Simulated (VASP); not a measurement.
Zn:

```xyz
1
Lattice="-1.5690 1.5690 1.5690 1.5690 -1.5690 1.5690 1.5690 1.5690 -1.5690" Properties=species:S:1:pos:R:3 pbc="T T T"
Zn    0.0000    0.0000    0.0000
```

```yaml
Program: VASP 6.6.1
Task: relaxation of cell and atoms
Functional: BLYP
Potentials_or_basis: VASP PAW PBE potentials, release 64 (Zn)
Cutoff: 600 eV
k_mesh: 12 × 12 × 12
Occupations: fermi-dirac, width 0.05 eV
Spin: no spin polarisation
```

At the start: pressure 6.1 GPa; volume 15.45 Å³/atom.

Problem. Where does the relaxation end?

Solution. Over 4 steps the energy falls by 34.0 meV/atom and the volume is 17.47 Å³/atom (+13.1 %); space group Im-3m (No. 229, to 0.05 Å).

The path:
```csv
step,energy change (eV),largest force (eV/Å),pressure (GPa),volume (Å³)
1,0.0000,0.0000,6.14,15.45
2,-0.0309,0.0000,1.51,16.81
3,-0.0339,0.0000,-0.21,17.57
4,-0.0340,0.0000,0.06,17.47
```

Final structure:
```cif
data_structure
_symmetry_space_group_name_H-M 'P 1'
_symmetry_Int_Tables_number 1
_cell_length_a 2.8312
_cell_length_b 2.8312
_cell_length_c 2.8312
_cell_angle_alpha 109.471
_cell_angle_beta 109.471
_cell_angle_gamma 109.471
_cell_volume 17.47
loop_
_atom_site_label
_atom_site_type_symbol
_atom_site_fract_x
_atom_site_fract_y
_atom_site_fract_z
_atom_site_occupancy
Zn1 Zn 0.00000 0.00000 0.00000 1
```

Caveat: the PAW data sets were made with another functional, which shifts forces and pressure a little.
